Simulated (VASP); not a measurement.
# Mg (Pm-3m) in VASP: notebook

Mg is run at these levels: LDA; tasks: single point.

All numbers are computed with VASP 6.6.1; they aren't measurements. Logs are shortened: lines on timing, memory, paths and dates and some standing lists are left out, and cuts for length are marked.

### 1 The cell of the first run

It takes space group Pm-3m (No. 221, cubic). Conventional cell: a = 2.877 Å, b = 2.877 Å, c = 2.877 Å, α = 90.00°, β = 90.00°, γ = 90.00°. Within 3.8 Å of Mg (site symmetry m-3m) lie 6 Mg at 2.88 Å.

### 2 Single point, LDA (volume scaled by 0.92)

File INCAR:

```
SYSTEM = Mg
ALGO     = Normal         ! electronic algorithm
EDIFF    = 1E-6           ! SCF threshold, eV
ENCUT    = 520            ! plane-wave cutoff, eV
ISIF     = 2              ! what is computed and relaxed
ISMEAR   = -1             ! smearing method
LASPH    = .True.         ! aspherical terms in the spheres
LCHARG   = .False.        ! write CHGCAR
LREAL    = .False.        ! projectors in reciprocal space
LWAVE    = .False.        ! write WAVECAR
NBANDS   = 7              ! bands
NELM     = 80             ! most SCF steps
PREC     = Accurate       ! precision mode
SIGMA    = 0.1            ! smearing width, eV
```

File KPOINTS:

```
k-points
0
Gamma
  12 12 12
  0 0 0
```

File POSCAR:

```
Mg
1.0
    2.8770343220      0.0000000000      0.0000000000
    0.0000000000      2.8770343220      0.0000000000
    0.0000000000      0.0000000000      2.8770343220
Mg
1
Direct
    0.0000000000      0.0000000000      0.0000000000
```

Potentials or basis: VASP PAW LDA potentials, release 64 (Mg).

The run is started by

```bash
$ cat potpaw_LDA.64/Mg/POTCAR > POTCAR
$ mpirun -np 1 vasp_std > vasp.out
```

OUTCAR:

```text
SYSTEM = Mg
   EDIFF = 1E-6
   ENCUT = 520
   ISIF = 2
   ISMEAR = -1
   LASPH = .True.
   LREAL = .False.
   NELM = 80
   PREC = Accurate

 ion  position               nearest neighbor table
   1  0.000  0.000  0.000-

  LATTYP: Found a simple cubic cell.
 ALAT       =     2.8770343220

  Lattice vectors:

 A1 = (   2.8770343220,   0.0000000000,   0.0000000000)
 A2 = (   0.0000000000,   2.8770343220,   0.0000000000)
 A3 = (   0.0000000000,   0.0000000000,   2.8770343220)

Analysis of symmetry for initial positions (statically):
=====================================================================
 Subroutine PRICEL returns:
 Original cell was already a primitive cell.

 Routine SETGRP: Setting up the symmetry group for a
 simple cubic supercell.

 Subroutine GETGRP returns: Found 48 space group operations
 (whereof 48 operations were pure point group operations)
 out of a pool of 48 trial point group operations.

The static configuration has the point symmetry O_h .

Analysis of symmetry for dynamics (positions and initial velocities):
=====================================================================
 Subroutine PRICEL returns:
 Original cell was already a primitive cell.

 Routine SETGRP: Setting up the symmetry group for a
 simple cubic supercell.

 Subroutine GETGRP returns: Found 48 space group operations
 (whereof 48 operations were pure point group operations)
 out of a pool of 48 trial point group operations.

The dynamic configuration has the point symmetry O_h .

 Subroutine INISYM returns: Found 48 space group operations
 (whereof 48 operations are pure point group operations),
 and found     1 'primitive' translations

----------------------------------------------------------------------------------------

                                     Primitive cell

  volume of cell :      23.8142

  direct lattice vectors                    reciprocal lattice vectors
     2.877034322  0.000000000  0.000000000     0.347580143  0.000000000  0.000000000
     0.000000000  2.877034322  0.000000000     0.000000000  0.347580143  0.000000000
     0.000000000  0.000000000  2.877034322     0.000000000  0.000000000  0.347580143

  length of vectors
     2.877034322  2.877034322  2.877034322     0.347580143  0.347580143  0.347580143

  position of ions in fractional coordinates (direct lattice)
     0.000000000  0.000000000  0.000000000

  ion indices of the primitive-cell ions
   primitive index   ion index
                 1           1

----------------------------------------------------------------------------------------

 KPOINTS: k-points

Automatic generation of k-mesh.
 Grid dimensions read from file:
 generate k-points for:   12   12   12

 Generating k-lattice:

  Cartesian coordinates                     Fractional coordinates (reciprocal lattice)
     0.028965012  0.000000000  0.000000000     0.083333333  0.000000000  0.000000000
     0.000000000  0.028965012  0.000000000     0.000000000  0.083333333  0.000000000
     0.000000000  0.000000000  0.028965012     0.000000000  0.000000000  0.083333333

  Length of vectors
     0.028965012  0.028965012  0.028965012

  Shift w.r.t. Gamma in fractional coordinates (k-lattice)
     0.000000000  0.000000000  0.000000000

 Subroutine IBZKPT returns following result:
 ===========================================

 Found     84 irreducible k-points:

 Following reciprocal coordinates:
            Coordinates               Weight
  0.000000  0.000000  0.000000      1.000000
  0.083333  0.000000  0.000000      6.000000
  0.166667  0.000000  0.000000      6.000000
  0.250000  0.000000  0.000000      6.000000
  0.333333  0.000000  0.000000      6.000000
  0.416667  0.000000  0.000000      6.000000
[... 16 lines left out ...]
  0.333333  0.333333  0.000000     12.000000
  0.416667  0.333333  0.000000     24.000000
 [... further k-points ...]
   k-points           NKPTS =     84   k-points in BZ     NKDIM =     84   number of bands    NBANDS=      7
   number of dos      NEDOS =    301   number of ions     NIONS =      1
   total plane-waves  NPLWV =  13824
   dimension x,y,z NGX =    24 NGY =   24 NGZ =   24
   dimension x,y,z NGXF=    48 NGYF=   48 NGZF=   48
   ions per type =               1
   NGX,Y,Z   is equivalent  to a cutoff of  13.87, 13.87, 13.87 a.u.
   NGXF,Y,Z  is equivalent  to a cutoff of  27.74, 27.74, 27.74 a.u.
 SYSTEM =  Mg
   PREC   = accura    normal or accurate (medium, high low for compatibility)
   ISTART =      0    job   : 0-new  1-cont  2-samecut
   ICHARG =      2    charge: 1-file 2-atom 10-const
   ISPIN  =      1    spin polarized calculation?
   LNONCOLLINEAR =      F non collinear calculations
   LSORBIT =      F    spin-orbit coupling
   LASPH  =      T    aspherical Exc in radial PAW
   ENCUT  =  520.0 eV  38.22 Ry    6.18 a.u.   5.35  5.35  5.35*2*pi/ulx,y,z
   NELM   =     80;   NELMIN=  2; NELMDL= -5     # of ELM steps
   EDIFF  = 0.1E-05   stopping-criterion for ELM
   LREAL  =      F    real-space projection
   EDIFFG = 0.1E-04   stopping-criterion for IOM
   NSW    =      0    number of steps for IOM
   IBRION =     -1    ionic relax: 0-MD 1-quasi-New 2-CG
   NFREE  =      0    steps in history (QN), initial steepest desc. (CG)
   ISIF   =      2    stress and relaxation
   ISYM   =      2    0-nonsym 1-usesym 2-fastsym
   POTIM  = 0.5000    time-step for ionic-motion
   TEBEG  =    0.0;   TEEND  =   0.0 temperature during run
   PSTRESS=    0.0 pullay stress
   NELECT =       2.0000    total number of electrons
   NUPDOWN=      -1.0000    fix difference up-down
   EMIN   =  10.00;   EMAX   =-10.00  energy-range for DOS
   EFERMI =   0.00;   METHOD = LEGACY
   ISMEAR =    -1;   SIGMA  =   0.10  broadening in eV -4-tet -1-fermi 0-gaus
   EFERMI_NEDOS =   21; number of points for ismear=-14 and -15
   IALGO  =     38    algorithm
   IMIX   =      4    mixing-type and parameters
     AMIX     =   0.40;   BMIX     =  1.00
     AMIX_MAG =   1.60;   BMIX_MAG =  1.00
  volume/ion in A,a.u.               =      23.81       160.71
  Fermi-wavevector in a.u.,A,eV,Ry     =   0.716924  1.354790  6.993123  0.513980
  Thomas-Fermi vector in A             =   1.805471
   LORBIT       =      0    0 simple, 1 ext, 2 COOP (PROOUT), +10 PAW based schemes
   GGA     = CA    functional components
   LHFCALC =     F    Hartree Fock is set to
   AEXX    =    0.0000 exact exchange contribution
   IVDW    =     0    specifies the selected vdW correction
   LEPSILON=     F    determine dielectric tensor
   LRPA    =     F    only Hartree local field effects (RPA)
 non-spin polarized calculation
  energy-cutoff  :      520.00
  volume of cell :       23.81
 maximum number of plane-waves:       657
 NGX is ok and might be reduce to    24
   NGX = 11   NGY = 11   NGZ = 11

 number of electron       2.0000000 magnetization

 Free energy of the ion-electron system (eV)
  ---------------------------------------------------
  ext. energy  EPLUGINS =         0.00000000
  ---------------------------------------------------
  free energy    TOTEN  =        -1.40509195 eV

  energy without entropy =       -1.38989684  energy(sigma->0) =       -1.39749439

 E-fermi :   2.1758     XC(G=0):  -8.5273

 val. band max:        2.1138238728   @ k =   0.5000   0.2500   0.2500
 cond. band min:       2.2480081898   @ k =   0.5000   0.3333   0.1667
 fundamental gap:      0.1341843170
 Fermi energy:         2.1758090774

 k-point     1 :       0.0000    0.0000    0.0000
  band No.  band energies     occupation
      1      -4.5113      2.00000
      2      10.8352      0.00000
      3      10.8352      0.00000
      4      12.6836      0.00000
      5      12.6836      0.00000
      6      12.6836      0.00000
      7      17.7591      0.00000

 k-point     2 :       0.0833    0.0000    0.0000
  band No.  band energies     occupation
      1      -4.3852      2.00000
      2       9.3723      0.00000
      3      10.9452      0.00000
      4      12.7851      0.00000
      5      12.7851      0.00000
      6      13.8360      0.00000
      7      18.3534      0.00000

 k-point     3 :       0.1667    0.0000    0.0000
  band No.  band energies     occupation
      1      -4.0081      2.00000
      2       7.2474      0.00000
      3      11.2703      0.00000
      4      13.0899      0.00000
      5      13.0899      0.00000
      6      15.0722      0.00000
      7      20.0607      0.00000

 k-point     4 :       0.2500    0.0000    0.0000
  band No.  band energies     occupation
      1      -3.3831      2.00000
      2       5.1665      0.00000
      3      11.7912      0.00000
      4      13.5990      0.00000
      5      13.5990      0.00000
      6      16.0441      0.00000
      7      21.0080      0.00000

 k-point     5 :       0.3333    0.0000    0.0000
  band No.  band energies     occupation
      1      -2.5155      2.00000
      2       3.2307      0.00005
      3      12.4565      0.00000
      4      14.3136      0.00000
      5      14.3136      0.00000
      6      16.9687      0.00000
      7      19.2671      0.00000

 k-point     6 :       0.4167    0.0000    0.0000
  band No.  band energies     occupation
      1      -1.4133      2.00000
      2       1.4795      1.99811
      3      13.1235      0.00000
      4      15.2343      0.00000
      5      15.2343      0.00000
      6      17.7210      0.00000
      7      17.7210      0.00000

 k-point     7 :       0.5000    0.0000    0.0000
  band No.  band energies     occupation
      1      -0.1961      2.00000
      2       0.0448      2.00000
      3      13.4448      0.00000
      4      16.2551      0.00000
      5      16.2551      0.00000
      6      16.4904      0.00000
      7      16.4904      0.00000
[... 121 lines left out ...]
 k-point    20 :       0.3333    0.2500    0.0000
  band No.  band energies     occupation
      1      -1.4077      2.00000
      2       4.2104      0.00000
      3       7.2281      0.00000
      4      12.3677      0.00000
      5      15.2189      0.00000
      6      16.7579      0.00000
      7      19.9005      0.00000

 k-point    21 :       0.4167    0.2500    0.0000
  band No.  band energies     occupation
      1      -0.3164      2.00000
      2       2.5265      0.05821
      3       8.1784      0.00000
      4      10.8487      0.00000
      5      16.1265      0.00000
      6      17.6626      0.00000
      7      18.5075      0.00000

 k-point    22 :       0.5000    0.2500    0.0000
  band No.  band energies     occupation
      1       0.9224      1.99999
      2       1.0808      1.99996
      3       9.1711      0.00000
      4       9.6589      0.00000
      5      17.2205      0.00000
      6      17.2361      0.00000
      7      18.5715      0.00000

 k-point    23 :       0.3333    0.3333    0.0000
  band No.  band energies     occupation
      1      -0.5561      2.00000
      2       4.5544      0.00000
      3       5.7781      0.00000
      4      10.6242      0.00000
      5      15.9160      0.00000
      6      17.4944      0.00000
      7      19.8729      0.00000

 k-point    24 :       0.4167    0.3333    0.0000
  band No.  band energies     occupation
      1       0.5251      2.00000
      2       3.3010      0.00003
      3       6.3319      0.00000
      4       8.9920      0.00000
      5      16.7997      0.00000
      6      18.5284      0.00000
      7      18.9919      0.00000

 [... further k-points ...]
[... 5 lines left out ...]
  --------------------------------------------------------------------------------------
  -------------------------------------------------------------------------------------
  Total        0.3450921      0.3450921      0.3450921      0.0000000      0.0000000      0.0000000
  in kB       23.2172344     23.2172344     23.2172344      0.0000000      0.0000000      0.0000000
  external PRESSURE =      23.2172344 kB  Pullay stress =       0.0000000 kB

 VOLUME and BASIS-vectors are now :
 -----------------------------------------------------------------------------
  energy-cutoff  :      520.00
  volume of cell :       23.81
      direct lattice vectors                 reciprocal lattice vectors
     2.877034322  0.000000000  0.000000000     0.347580143  0.000000000  0.000000000
     0.000000000  2.877034322  0.000000000     0.000000000  0.347580143  0.000000000
     0.000000000  0.000000000  2.877034322     0.000000000  0.000000000  0.347580143

 POSITION                                       TOTAL-FORCE (eV/Angst)
 -----------------------------------------------------------------------------------
      0.00000      0.00000      0.00000         0.000000      0.000000      0.000000
 -----------------------------------------------------------------------------------
    total drift:                               -0.000000      0.000000      0.000000

  FREE ENERGIE OF THE ION-ELECTRON SYSTEM (eV)
  ---------------------------------------------------
  free  energy   TOTEN  =        -1.4050919470 eV

  energy  without entropy=       -1.3898968358  energy(sigma->0) =       -1.39749439
```

Wall time 4.7 s (1 thread of Intel Xeon 6975P-C, shared host); peak memory 0.13 GiB.

What came out:

- Free energy: -1.4051 eV
- Pressure: 2.3 GPa
- Band gap on the k mesh: zero (band 1 reaches 7.28 eV, above the bottom of band 2 at 0.04 eV)

Levels at points of the mesh, in eV from the Fermi level:
| k point | band 1 | band 2 | band 3 | band 4 |
| --- | --- | --- | --- | --- |
| (0.00, 0.00, 0.00) | -6.69 | 8.66 | 8.66 | 10.51 |
| (0.50, 0.00, 0.00) | -2.37 | -2.13 | 11.27 | 14.08 |
| (0.50, 0.50, 0.00) | 1.50 | 1.50 | 2.56 | 2.74 |
| (0.50, 0.50, 0.50) | 5.10 | 5.10 | 5.10 | 6.04 |

### 3 Single point, LDA (volume scaled by 0.96)

File INCAR:

```
PREC = Accurate
ENCUT = 520
EDIFF = 1E-6
ISMEAR = -1
SIGMA = 0.1
LREAL = False
LASPH = True
NELM = 100
ALGO = Normal
ISIF = 2
LWAVE = False
LCHARG = False
NBANDS = 7
```

File KPOINTS:

```
Automatic mesh
0
Gamma
  12 12 12
```

File POSCAR:

```
Mg
1.0
    2.9181403659      0.0000000000      0.0000000000
    0.0000000000      2.9181403659      0.0000000000
    0.0000000000      0.0000000000      2.9181403659
Mg
1
Direct
    0.0000000000      0.0000000000      0.0000000000
```

Potentials or basis: VASP PAW LDA potentials, release 64 (Mg).

The run is started by

```bash
$ cat potpaw_LDA.64/Mg/POTCAR > POTCAR
$ mpirun -np 1 vasp_std > vasp.out
```

Wall time 5.6 s (1 thread of Intel Xeon 6975P-C, shared host); peak memory 0.13 GiB.

The run converged. Its results:

- Free energy: -1.4156 eV
- Pressure: 1.0 GPa
- Band gap on the k mesh: zero (band 1 reaches 6.88 eV, above the bottom of band 2 at -0.07 eV)

Levels at points of the mesh, in eV from the Fermi level:
| k point | band 1 | band 2 | band 3 | band 4 | band 5 |
| --- | --- | --- | --- | --- | --- |
| (0.00, 0.00, 0.00) | -6.51 | 8.51 | 8.51 | 10.19 | 10.19 |
| (0.50, 0.00, 0.00) | -2.36 | -2.04 | 11.04 | 13.79 | 13.79 |
| (0.50, 0.50, 0.00) | 1.46 | 1.46 | 2.39 | 2.78 | 16.36 |
| (0.50, 0.50, 0.50) | 4.92 | 4.92 | 4.92 | 5.98 | 5.98 |

(Part 1 of 2 ends here.)
